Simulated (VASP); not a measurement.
VMoS4:

```
CELL_PARAMETERS angstrom
3.18816 0.00000 0.00000
-1.59408 2.76102 0.00000
0.00000 0.00000 13.58030
ATOMIC_POSITIONS crystal
V 0.00000 0.00000 0.50000
Mo 0.00000 0.00000 0.00000
S 0.66667 0.33333 0.39213
S 0.66667 0.33333 0.88324
S 0.33333 0.66667 0.11676
S 0.33333 0.66667 0.60787
```

Base run:

| Quantity | Value |
| --- | --- |
| Program | VASP 6.6.1 |
| Functional | LDA |
| Potentials or basis | VASP PAW LDA potentials, release 64 (V_sv, Mo_sv, S) |
| Cutoff | 520 eV |
| k mesh | 12 × 12 × 4 |
| Occupations | gaussian, width 0.1 eV |
| Spin | no spin polarisation |

Its results: band gap on the k mesh zero (an odd number of electrons rules out a gap without spin polarisation); pressure -6.4 GPa; largest force 0.494 eV/Å.

Question: The run is repeated on the same cell with these changes: functional from LDA to PBE; potentials or basis from VASP PAW LDA potentials, release 64 (V_sv, Mo_sv, S) to VASP PAW PBE potentials, release 64 (V_sv, Mo_sv, S). What comes out?

Answer: Band gap on the k mesh zero (an odd number of electrons rules out a gap without spin polarisation); pressure -0.1 GPa; largest force 0.007 eV/Å.

Caveats: the run has no spin polarisation, though such a crystal can be magnetic; the cell stands under tension (at least some runs); this functional lacks dispersion, which binds the layers, so the pressure and a relaxed spacing across them are unreliable (at least some runs).
